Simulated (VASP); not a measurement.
# ZnS (Cmcm) in VASP: further runs, part 2 of 2

VASP 6.6.1. Earlier steps stand in the parts before.

## (3) Relaxation of cell and atoms, PBE

This run uses another cell than the first one, of 20.37 Å³/atom, 0.956 times its volume.

Input file INCAR:

```
PREC     = Accurate       # precision mode
ENCUT    = 600            # plane-wave cutoff, eV
EDIFF    = 1E-7           # SCF threshold, eV
ISMEAR   = 0              # smearing method
SIGMA    = 0.1            # smearing width, eV
LREAL    = F              # projectors in reciprocal space
LASPH    = T              # aspherical terms in the spheres
NELM     = 100            # most SCF steps
ALGO     = Normal         # electronic algorithm
ISIF     = 3              # what is computed and relaxed
LWAVE    = F              # write WAVECAR
LCHARG   = F              # write CHGCAR
GGA      = PE             # functional
IBRION   = 2              # ionic algorithm
NSW      = 90             # ionic steps
EDIFFG   = -0.04          # ionic threshold
```

Input file KPOINTS:

```
regular mesh
0
Gamma
  4 4 4
```

Input file POSCAR:

```
ZnS
1.0
    2.0237703309     -5.1349020952      0.0000000000
    2.0237703309      5.1349020952      0.0000000000
    0.0000000000      0.0000000000      3.9197341814
Zn S
2 2
Direct
    0.8620000000      0.1380000000      0.7500000000
    0.1380000000      0.8620000000      0.2500000000
    0.5830000000      0.4170000000      0.7500000000
    0.4170000000      0.5830000000      0.2500000000
```

Potentials or basis: VASP PAW PBE potentials, release 64 (Zn, S).

The run is started by

```sh
$ cat potpaw_PBE.64/Zn/POTCAR potpaw_PBE.64/S/POTCAR > POTCAR
$ mpirun -np 1 vasp_std > vasp.out
```

OUTCAR:

```text
PREC = Accurate
   ENCUT = 600
   EDIFF = 1E-7
   ISMEAR = 0
   LREAL = F
   LASPH = T
   NELM = 100
   ISIF = 3
   GGA = PE
   IBRION = 2
   NSW = 90
   EDIFFG = -0.04

 ion  position               nearest neighbor table
   1  0.862  0.138  0.750-   3 2.87   4 2.87   4 2.87   4 2.87   4 2.87
   2  0.138  0.862  0.250-   4 2.87   3 2.87   3 2.87   3 2.87   3 2.87
   3  0.583  0.417  0.750-   4 2.60   4 2.60   1 2.87   2 2.87   2 2.87   2 2.87   2 2.87
   4  0.417  0.583  0.250-   3 2.60   3 2.60   2 2.87   1 2.87   1 2.87   1 2.87   1 2.87

  LATTYP: Found a base centered orthorhombic cell.
 ALAT       =     4.0475406618
 B/A-ratio  =     2.5372948782
 C/A-ratio  =     0.9684236698

  Lattice vectors:
[... 190 lines left out ...]
  -------------------------------------------------------------------------------------
  Total       -6.2462021     -0.8058656     -1.1059054      0.0000000      0.0000000      0.0000000
  in kB     -122.8419244    -15.8486846    -21.7494639      0.0000000      0.0000000      0.0000000
  external PRESSURE =     -53.4800243 kB  Pullay stress =       0.0000000 kB
[... 1162 lines left out ...]
     21       9.4343      0.00000
     22       9.4343      0.00000

[... ionic steps 4 to 24 ...]

--------------------------------------- Ionic step       25  -------------------------------------------

 number of electron      36.0000015 magnetization

------------------------ aborting loop because EDIFF is reached ----------------------------------------
[... 71 lines left out ...]
--------------------------------------- Ionic step       27  -------------------------------------------

 number of electron      36.0000014 magnetization

 Free energy of the ion-electron system (eV)
  ---------------------------------------------------
  ext. energy  EPLUGINS =         0.00000000
  ---------------------------------------------------
  free energy    TOTEN  =       -12.16179897 eV

  energy without entropy =      -12.16179873  energy(sigma->0) =      -12.16179885

 E-fermi :   2.4606     XC(G=0):  -9.3333

 val. band max:        2.1253640035   @ k =   0.0000   0.0000   0.5000
 cond. band min:       2.7887512512   @ k =   0.2500   0.2500   0.5000
 fundamental gap:      0.6633872476
 Fermi energy:         2.4605661740
[... 554 lines left out ...]
  FREE ENERGIE OF THE ION-ELECTRON SYSTEM (eV)
  ---------------------------------------------------
  free  energy   TOTEN  =       -12.1617989675 eV

  energy  without entropy=      -12.1617987287  energy(sigma->0) =      -12.16179885

 reached required accuracy - stopping structural energy minimisation
```

CONTCAR:

```text
ZnS
   1.00000000000000
     1.7570256022090289   -6.6708341357268139   -0.0000000000000000
     1.7570256022090289    6.6708341357268139    0.0000000000000000
     0.0000000000000000   -0.0000000000000000    3.5311925313266359
  Zn              S
     2     2
Direct
     0.8244846506596375    0.1755153493403626    0.7500000000000000
     0.1755153493403626    0.8244846506596375    0.2500000000000000
     0.6432437480369005    0.3567562519630992    0.7500000000000000
     0.3567562519630992    0.6432437480369005    0.2500000000000000

  0.00000000E+00  0.00000000E+00  0.00000000E+00
  0.00000000E+00  0.00000000E+00  0.00000000E+00
  0.00000000E+00  0.00000000E+00  0.00000000E+00
  0.00000000E+00  0.00000000E+00  0.00000000E+00
```

It took 8.9 min on 1 thread of Intel Xeon 6975P-C (Granite Rapids), shared host; peak memory 0.29 GiB.

What came out:

```yaml
Free_energy: -12.1618 eV
Relaxed_volume: 20.69 Å³/atom
Relaxed_cell: a = 6.898 Å, b = 6.898 Å, c = 3.531 Å, α = 90.00°, β = 90.00°, γ = 150.49°
Space_group_after_relaxing_to_0.05_Å: Cmcm (No. 63)
Energy_gained_by_relaxing: 747.8 meV/atom
Ionic_steps: 27
Pressure_after_relaxing: 0.0 GPa
Largest_force_after_relaxing: 0.034 eV/Å
Band_gap_on_the_k_mesh: 0.66 eV, indirect (least direct gap 2.09 eV)
```

Forces in eV/Å, atoms in the order of the input:
```
Zn   0.000 -0.021  0.000
Zn   0.000  0.021  0.000
S    0.000 -0.034  0.000
S    0.000  0.034  0.000
```

The path:
```csv
step,energy change (eV),largest force (eV/Å),pressure (GPa),volume (Å³)
1,0.0000,2.4279,-5.35,81.47
2,-1.0944,2.6038,-3.59,73.60
3,-0.1305,2.2113,43.90,51.79
4,-1.8022,2.0644,1.81,66.50
5,-1.8901,1.0133,11.74,60.64
6,-1.9394,1.4782,7.83,62.56
7,-2.4484,0.1198,4.05,67.16
8,-2.4698,0.8594,3.83,70.84
9,-2.7717,0.6025,-3.31,80.23
10,-2.7741,0.5468,-2.75,79.18
11,-2.8568,0.3893,1.76,75.47
12,-2.8617,0.4144,0.86,76.12
13,-2.9056,0.3862,0.37,76.86
14,-2.9517,0.2929,-0.86,78.43
15,-2.9689,0.0429,1.47,76.73
16,-2.9720,0.0701,0.78,77.19
17,-2.9756,0.0569,-0.12,78.61
18,-2.9761,0.0530,0.09,78.27
19,-2.9794,0.0831,-0.09,78.89
20,-2.9820,0.1418,-0.46,80.15
21,-2.9835,0.1231,-0.26,80.22
22,-2.9861,0.0648,0.28,80.42
23,-2.9863,0.0470,0.46,80.49
24,-2.9883,0.0411,0.36,80.99
25,-2.9907,0.0339,0.10,82.49
26,-2.9907,0.0328,0.12,82.39
27,-2.9913,0.0344,-0.04,82.78
```

Final structure:
```
CELL_PARAMETERS angstrom
1.75703 -6.67083 0.00000
1.75703 6.67083 0.00000
0.00000 0.00000 3.53119
ATOMIC_POSITIONS crystal
Zn 0.82448 0.17552 0.75000
Zn 0.17552 0.82448 0.25000
S 0.64324 0.35676 0.75000
S 0.35676 0.64324 0.25000
```

Levels at points of the mesh, in eV from the valence-band top:
```
           k point  band 15  band 16  band 17  band 18  band 19  band 20  band 21  band 22
(0.00, 0.00, 0.00)    -1.90    -1.00    -0.89    -0.88     1.33     1.34     6.13     6.63
(0.50, 0.00, 0.00)    -1.97    -1.64    -0.06     0.00     4.09     4.41     5.35     5.52
(0.50, 0.50, 0.00)    -1.95    -1.69    -0.95    -0.83     1.27     2.03     5.37     6.14
(0.00, 0.00, 0.50)    -2.04    -2.04     0.00     0.00     4.74     4.74     5.88     5.88
(0.50, 0.00, 0.50)    -3.12    -3.12    -2.54    -2.54     0.67     0.67     5.56     5.56
(0.50, 0.50, 0.50)    -1.58    -1.58    -0.01    -0.01     3.83     3.83     5.37     5.37
```

A k mesh can miss the band edges.
